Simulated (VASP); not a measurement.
# Al3Cu (Pm-3m) in VASP: notebook

The runs below take Al3Cu through single point, with PBEsol+D3(BJ).

Everything below comes from runs of VASP 6.6.1. Logs are shortened: lines on timing, memory, paths and dates and some standing lists are left out, and cuts for length are marked.

**1. The cell of the first run**

It takes space group Pm-3m (No. 221, cubic). Conventional cell: a = 3.842 Å, b = 3.842 Å, c = 3.842 Å, α = 90.00°, β = 90.00°, γ = 90.00°. Al (site symmetry 4/mmm) has 8 Al at 2.72 Å and 4 Cu at 2.72 Å within 3.6 Å. Cu (site symmetry m-3m) has 12 Al at 2.72 Å within 3.6 Å.

**2. Single point, PBEsol+D3(BJ)**

The input, INCAR:

```
PREC = Accurate
ENCUT = 520
EDIFF = 1E-6
ISMEAR = -1
SIGMA = 0.1
LREAL = F
LASPH = T
NELM = 100
ALGO = Normal
ISIF = 2
LWAVE = F
LCHARG = T
GGA = PS
IVDW = 12
LELF = T
LVHAR = T
NBANDS = 18
```

The input, KPOINTS:

```
regular mesh
0
Gamma
  6 6 6
```

The input, POSCAR:

```
Al3Cu
1.0
    3.8424001979      0.0000000000      0.0000000000
    0.0000000000      3.8424001979      0.0000000000
    0.0000000000      0.0000000000      3.8424001979
Al Cu
3 1
Direct
    0.0000000000      0.5000000000      0.5000000000
    0.5000000000      0.0000000000      0.5000000000
    0.5000000000      0.5000000000      0.0000000000
    0.0000000000      0.0000000000      0.0000000000
```

Potentials or basis: VASP PAW PBE potentials, release 64 (Al, Cu).

Run with:

```bash
$ cat potpaw_PBE.64/Al/POTCAR potpaw_PBE.64/Cu/POTCAR > POTCAR
$ mpirun -np 1 vasp_std > vasp.out
```

OUTCAR:

```text
PREC = Accurate
   ENCUT = 520
   EDIFF = 1E-6
   ISMEAR = -1
   LREAL = F
   LASPH = T
   NELM = 100
   ISIF = 2
   GGA = PS
   IVDW = 12
 IVDW          = 12

 ion  position               nearest neighbor table
   1  0.000  0.500  0.500-   2 2.72   3 2.72   4 2.72   3 2.72   4 2.72   2 2.72   4 2.72   4 2.72
                             2 2.72   3 2.72   3 2.72   2 2.72
   2  0.500  0.000  0.500-   1 2.72   3 2.72   4 2.72   3 2.72   4 2.72   1 2.72   3 2.72   3 2.72
                             1 2.72   4 2.72   4 2.72   1 2.72
   3  0.500  0.500  0.000-   1 2.72   2 2.72   4 2.72   1 2.72   2 2.72   2 2.72   4 2.72   2 2.72
                             1 2.72   4 2.72   1 2.72   4 2.72
   4  0.000  0.000  0.000-   1 2.72   2 2.72   3 2.72   1 2.72   2 2.72   1 2.72   3 2.72   1 2.72
                             2 2.72   3 2.72   2 2.72   3 2.72

  LATTYP: Found a simple cubic cell.
 ALAT       =     3.8424001979

  Lattice vectors:

 A1 = (   3.8424001979,   0.0000000000,   0.0000000000)
 A2 = (   0.0000000000,   3.8424001979,   0.0000000000)
 A3 = (   0.0000000000,   0.0000000000,   3.8424001979)

Analysis of symmetry for initial positions (statically):
=====================================================================
 Subroutine PRICEL returns:
 Original cell was already a primitive cell.

 Routine SETGRP: Setting up the symmetry group for a
 simple cubic supercell.

 Subroutine GETGRP returns: Found 48 space group operations
[... 9 lines left out ...]

 Routine SETGRP: Setting up the symmetry group for a
 simple cubic supercell.

 Subroutine GETGRP returns: Found 48 space group operations
[... 11 lines left out ...]
                                     Primitive cell

  volume of cell :      56.7293

  direct lattice vectors                    reciprocal lattice vectors
     3.842400198  0.000000000  0.000000000     0.260253995  0.000000000  0.000000000
     0.000000000  3.842400198  0.000000000     0.000000000  0.260253995  0.000000000
     0.000000000  0.000000000  3.842400198     0.000000000  0.000000000  0.260253995

  length of vectors
     3.842400198  3.842400198  3.842400198     0.260253995  0.260253995  0.260253995

  position of ions in fractional coordinates (direct lattice)
     0.000000000  0.500000000  0.500000000
     0.500000000  0.000000000  0.500000000
     0.500000000  0.500000000  0.000000000
     0.000000000  0.000000000  0.000000000

  ion indices of the primitive-cell ions
   primitive index   ion index
                 1           1
                 2           2
                 3           3
                 4           4

----------------------------------------------------------------------------------------

 KPOINTS: regular mesh

Automatic generation of k-mesh.
 Grid dimensions read from file:
 generate k-points for:    6    6    6

 Generating k-lattice:

  Cartesian coordinates                     Fractional coordinates (reciprocal lattice)
     0.043375666  0.000000000  0.000000000     0.166666667  0.000000000  0.000000000
     0.000000000  0.043375666  0.000000000     0.000000000  0.166666667  0.000000000
     0.000000000  0.000000000  0.043375666     0.000000000  0.000000000  0.166666667

  Length of vectors
     0.043375666  0.043375666  0.043375666

  Shift w.r.t. Gamma in fractional coordinates (k-lattice)
     0.000000000  0.000000000  0.000000000

 Subroutine IBZKPT returns following result:
 ===========================================

 Found     20 irreducible k-points:

 Following reciprocal coordinates:
            Coordinates               Weight
  0.000000  0.000000  0.000000      1.000000
  0.166667  0.000000  0.000000      6.000000
  0.333333  0.000000  0.000000      6.000000
  0.500000  0.000000  0.000000      3.000000
  0.166667  0.166667  0.000000     12.000000
  0.333333  0.166667  0.000000     24.000000
[... 12 lines left out ...]
  0.500000  0.500000  0.333333      6.000000
  0.500000  0.500000  0.500000      1.000000
   k-points           NKPTS =     20   k-points in BZ     NKDIM =     20   number of bands    NBANDS=     18
   number of dos      NEDOS =    301   number of ions     NIONS =      4
   total plane-waves  NPLWV =  27000
   dimension x,y,z NGX =    30 NGY =   30 NGZ =   30
   dimension x,y,z NGXF=    60 NGYF=   60 NGZF=   60
   ions per type =               3   1
   NGX,Y,Z   is equivalent  to a cutoff of  12.98, 12.98, 12.98 a.u.
   NGXF,Y,Z  is equivalent  to a cutoff of  25.96, 25.96, 25.96 a.u.
 SYSTEM =  unknown system
   PREC   = accura    normal or accurate (medium, high low for compatibility)
   ISTART =      0    job   : 0-new  1-cont  2-samecut
   ICHARG =      2    charge: 1-file 2-atom 10-const
   ISPIN  =      1    spin polarized calculation?
   LNONCOLLINEAR =      F non collinear calculations
   LSORBIT =      F    spin-orbit coupling
   LASPH  =      T    aspherical Exc in radial PAW
   ENCUT  =  520.0 eV  38.22 Ry    6.18 a.u.   7.14  7.14  7.14*2*pi/ulx,y,z
   NELM   =    100;   NELMIN=  2; NELMDL= -5     # of ELM steps
   EDIFF  = 0.1E-05   stopping-criterion for ELM
   LREAL  =      F    real-space projection
   EDIFFG = 0.1E-04   stopping-criterion for IOM
   NSW    =      0    number of steps for IOM
   IBRION =     -1    ionic relax: 0-MD 1-quasi-New 2-CG
   NFREE  =      0    steps in history (QN), initial steepest desc. (CG)
   ISIF   =      2    stress and relaxation
   ISYM   =      2    0-nonsym 1-usesym 2-fastsym
   POTIM  = 0.5000    time-step for ionic-motion
   TEBEG  =    0.0;   TEEND  =   0.0 temperature during run
   PSTRESS=    0.0 pullay stress
   NELECT =      20.0000    total number of electrons
   NUPDOWN=      -1.0000    fix difference up-down
   EMIN   =  10.00;   EMAX   =-10.00  energy-range for DOS
   EFERMI =   0.00;   METHOD = LEGACY
   ISMEAR =    -1;   SIGMA  =   0.10  broadening in eV -4-tet -1-fermi 0-gaus
   EFERMI_NEDOS =   21; number of points for ismear=-14 and -15
   IALGO  =     38    algorithm
   IMIX   =      4    mixing-type and parameters
     AMIX     =   0.40;   BMIX     =  1.00
     AMIX_MAG =   1.60;   BMIX_MAG =  1.00
  volume/ion in A,a.u.               =      14.18        95.71
  Fermi-wavevector in a.u.,A,eV,Ry     =   1.156509  2.185485 18.197960  1.337512
  Thomas-Fermi vector in A             =   2.293128
   LORBIT       =      0    0 simple, 1 ext, 2 COOP (PROOUT), +10 PAW based schemes
   GGA     = PS    functional components
   LHFCALC =     F    Hartree Fock is set to
   AEXX    =    0.0000 exact exchange contribution
   IVDW    =    12    specifies the selected vdW correction
   LEPSILON=     F    determine dielectric tensor
   LRPA    =     F    only Hartree local field effects (RPA)
 non-spin polarized calculation
  energy-cutoff  :      520.00
  volume of cell :       56.73
 maximum number of plane-waves:      1568
 NGX is ok and might be reduce to    30
   NGX = 15   NGY = 15   NGZ = 15

 number of electron      19.9999969 magnetization

 Free energy of the ion-electron system (eV)
  ---------------------------------------------------
  ext. energy  EPLUGINS =         0.00000000
  ---------------------------------------------------
  free energy    TOTEN  =       -16.67721196 eV

  energy without entropy =      -16.62470801  energy(sigma->0) =      -16.65095998

 E-fermi :   8.9126     XC(G=0): -11.0940

 val. band max:        8.8746884369   @ k =   0.5000   0.3333   0.3333
 cond. band min:       9.0607416322   @ k =   0.5000   0.0000   0.0000
 fundamental gap:      0.1860531954
 Fermi energy:         8.9125562065

 k-point     1 :       0.0000    0.0000    0.0000
  band No.  band energies     occupation
      1      -2.7083      2.00000
      2       4.3254      2.00000
      3       4.3254      2.00000
      4       5.0830      2.00000
      5       5.0830      2.00000
      6       5.0830      2.00000
[... 10 lines left out ...]
     17      15.9329      0.00000
     18      15.9329      0.00000

 k-point     2 :       0.1667    0.0000    0.0000
  band No.  band energies     occupation
      1      -2.4289      2.00000
      2       3.6347      2.00000
      3       4.3820      2.00000
      4       4.9348      2.00000
      5       4.9348      2.00000
      6       5.0922      2.00000
[... 10 lines left out ...]
     17      16.0967      0.00000
     18      16.3254      0.00000

 k-point     3 :       0.3333    0.0000    0.0000
  band No.  band energies     occupation
      1      -1.6010      2.00000
      2       1.6416      2.00000
      3       4.4977      2.00000
      4       4.7398      2.00000
      5       4.7398      2.00000
      6       5.1106      2.00000
[... 10 lines left out ...]
     17      16.5206      0.00000
     18      17.1477      0.00000

 k-point     4 :       0.5000    0.0000    0.0000
  band No.  band energies     occupation
      1      -0.4570      2.00000
      2       0.0273      2.00000
      3       4.5569      2.00000
      4       4.6661      2.00000
      5       4.6661      2.00000
      6       5.1198      2.00000
[... 10 lines left out ...]
     17      18.2253      0.00000
     18      18.2283      0.00000

 k-point     5 :       0.1667    0.1667    0.0000
  band No.  band energies     occupation
      1      -2.1510      2.00000
      2       3.7405      2.00000
      3       3.8557      2.00000
      4       4.7264      2.00000
      5       4.9084      2.00000
      6       5.0241      2.00000
[... 10 lines left out ...]
     17      15.2406      0.00000
     18      16.8445      0.00000

 k-point     6 :       0.3333    0.1667    0.0000
  band No.  band energies     occupation
      1      -1.3284      2.00000
      2       1.8884      2.00000
      3       4.1460      2.00000
      4       4.6509      2.00000
      5       4.7731      2.00000
      6       5.0265      2.00000
[... 10 lines left out ...]
     17      15.5303      0.00000
     18      16.1159      0.00000

 k-point     7 :       0.5000    0.1667    0.0000
  band No.  band energies     occupation
      1      -0.2036      2.00000
      2       0.3054      2.00000
      3       4.4093      2.00000
      4       4.5182      2.00000
      5       4.7085      2.00000
      6       5.0407      2.00000
[... 10 lines left out ...]
     17      16.5064      0.00000
     18      16.6982      0.00000

 k-point     8 :       0.3333    0.3333    0.0000
  band No.  band energies     occupation
      1      -0.5245      2.00000
      2       2.5020      2.00000
      3       2.6855      2.00000
      4       4.4708      2.00000
      5       4.8224      2.00000
      6       4.9018      2.00000
[... 10 lines left out ...]
     17      15.9272      0.00000
     18      16.0254      0.00000
[... 145 lines left out ...]
     17      17.0431      0.00000
     18      17.9352      0.00000

 k-point    16 :       0.5000    0.5000    0.1667
  band No.  band energies     occupation
      1       1.6398      2.00000
      2       2.4546      2.00000
      3       2.4546      2.00000
      4       2.9430      2.00000
      5       4.8188      2.00000
      6       4.8188      2.00000
[... 10 lines left out ...]
     17      17.2754      0.00000
     18      19.7712      0.00000

 k-point    17 :       0.3333    0.3333    0.3333
  band No.  band energies     occupation
      1       0.5178      2.00000
      2       3.3463      2.00000
      3       3.3463      2.00000
      4       3.5764      2.00000
      5       4.6880      2.00000
      6       4.6880      2.00000
[... 10 lines left out ...]
     17      18.2960      0.00000
     18      19.7026      0.00000

 k-point    18 :       0.5000    0.3333    0.3333
  band No.  band energies     occupation
      1       1.5022      2.00000
      2       2.1437      2.00000
      3       3.6846      2.00000
      4       4.3565      2.00000
      5       4.5520      2.00000
      6       4.5604      2.00000
[... 10 lines left out ...]
     17      19.4861      0.00000
     18      19.8836      0.00000

 k-point    19 :       0.5000    0.5000    0.3333
  band No.  band energies     occupation
      1       2.3688      2.00000
      2       2.9753      2.00000
      3       2.9753      2.00000
      4       3.7744      2.00000
      5       4.7554      2.00000
      6       4.7554      2.00000
[... 10 lines left out ...]
     17      20.4441      0.00000
     18      21.2468      0.00000

 k-point    20 :       0.5000    0.5000    0.5000
  band No.  band energies     occupation
      1       3.3596      2.00000
      2       3.3596      2.00000
      3       3.3596      2.00000
      4       3.6868      2.00000
      5       4.6810      2.00000
      6       4.6810      2.00000
[... 10 lines left out ...]
     17      21.9984      0.00000
     18      21.9987      0.00000

------------------------ aborting loop because EDIFF is reached ----------------------------------------

 Edisp (eV)   -1.54001

 E8    (eV) :    -1.0287

  FORCE on cell =-STRESS in cart. coord.  units (eV):
  Direction    XX          YY          ZZ          XY          YZ          ZX
  --------------------------------------------------------------------------------------
  -------------------------------------------------------------------------------------
  Total      -0.07941    -0.07941    -0.07941     0.00000    -0.00000     0.00000
  in kB      -2.24265    -2.24265    -2.24265     0.00000    -0.00000     0.00000
  external pressure =       -2.24 kB  Pullay stress =        0.00 kB

 VOLUME and BASIS-vectors are now :
 -----------------------------------------------------------------------------
  energy-cutoff  :      520.00
  volume of cell :       56.73
      direct lattice vectors                 reciprocal lattice vectors
     3.842400198  0.000000000  0.000000000     0.260253995  0.000000000  0.000000000
     0.000000000  3.842400198  0.000000000     0.000000000  0.260253995  0.000000000
     0.000000000  0.000000000  3.842400198     0.000000000  0.000000000  0.260253995

 POSITION                                       TOTAL-FORCE (eV/Angst)
 -----------------------------------------------------------------------------------
      0.00000      1.92120      1.92120         0.000000      0.000000      0.000000
      1.92120      0.00000      1.92120         0.000000      0.000000      0.000000
      1.92120      1.92120      0.00000         0.000000      0.000000      0.000000
      0.00000      0.00000      0.00000         0.000000      0.000000      0.000000
 -----------------------------------------------------------------------------------
    total drift:                               -0.000000     -0.000000     -0.000000

  FREE ENERGIE OF THE ION-ELECTRON SYSTEM (eV)
  ---------------------------------------------------
  free  energy   TOTEN  =       -18.2172173578 eV

  energy  without entropy=      -18.1647134096  energy(sigma->0) =      -18.19096538
```

It took 12 s on 1 thread of AMD EPYC 9R45 (Zen 5), shared host; peak memory 0.15 GiB.

What came out:

* Free energy: -18.2172 eV
* Pressure: -0.2 GPa
* Band gap on the k mesh: zero (band 10 reaches 11.04 eV, above the bottom of band 11 at 6.95 eV)
* Dispersion energy per atom: -0.385 eV

Caveat: three body term missing; the PAW data sets were made with another functional, which shifts forces and pressure a little; pairwise dispersion overbinds metals, which lowers pressure and volume.

**3. Single point, PBEsol+D3(BJ)**

This run uses another cell than the first one, of 15.11 Å³/atom, 1.065 times its volume.

The input, INCAR:

```
PREC = Accurate
ENCUT = 520
EDIFF = 1E-6
ISMEAR = -1
SIGMA = 0.1
LREAL = False
LASPH = True
NELM = 60
ALGO = Normal
ISIF = 2
LWAVE = False
LCHARG = False
GGA = PS
IVDW = 12
NBANDS = 18
```

The input, KPOINTS:

```
Automatic mesh
0
Gamma
  6 6 6
```

The input, POSCAR:

```
Al3Cu
1.0
    3.9241510000      0.0000000000      0.0000000000
    0.0000000000      3.9241510000      0.0000000000
    0.0000000000      0.0000000000      3.9241510000
Al Cu
3 1
Direct
    0.0000000000      0.5000000000      0.5000000000
    0.5000000000      0.0000000000      0.5000000000
    0.5000000000      0.5000000000      0.0000000000
    0.0000000000      0.0000000000      0.0000000000
```

Potentials or basis: VASP PAW PBE potentials, release 64 (Al, Cu).

Run with:

```bash
$ cat potpaw_PBE.64/Al/POTCAR potpaw_PBE.64/Cu/POTCAR > POTCAR
$ mpirun -np 1 vasp_std > vasp.out
```

Wall time 12 s (1 thread of AMD EPYC 9R45 (Zen 5), shared host); peak memory 0.15 GiB.

It converged, with:

| Item | Value |
| --- | --- |
| Free energy | -18.1406 eV |
| Pressure | -6.3 GPa |
| Band gap on the k mesh | zero (band 10 reaches 10.37 eV, above the bottom of band 11 at 6.24 eV) |
| Dispersion energy per atom | -0.361 eV |

Levels at points of the mesh, in eV from the Fermi level:
```csv
k point,band 8,band 9,band 10,band 11,band 12,band 13
"(0.00, 0.00, 0.00)",-2.45,-2.45,-0.62,0.37,0.37,6.29
"(0.50, 0.00, 0.00)",0.20,0.20,0.25,0.25,0.68,1.77
"(0.50, 0.50, 0.00)",-3.34,-3.10,1.27,2.87,2.87,3.25
"(0.50, 0.50, 0.50)",-3.41,-3.41,-2.50,-1.98,-1.98,-1.98
```

Caveat: three body term missing; the PAW data sets were made with another functional, which shifts forces and pressure a little; pairwise dispersion overbinds metals, which lowers pressure and volume.
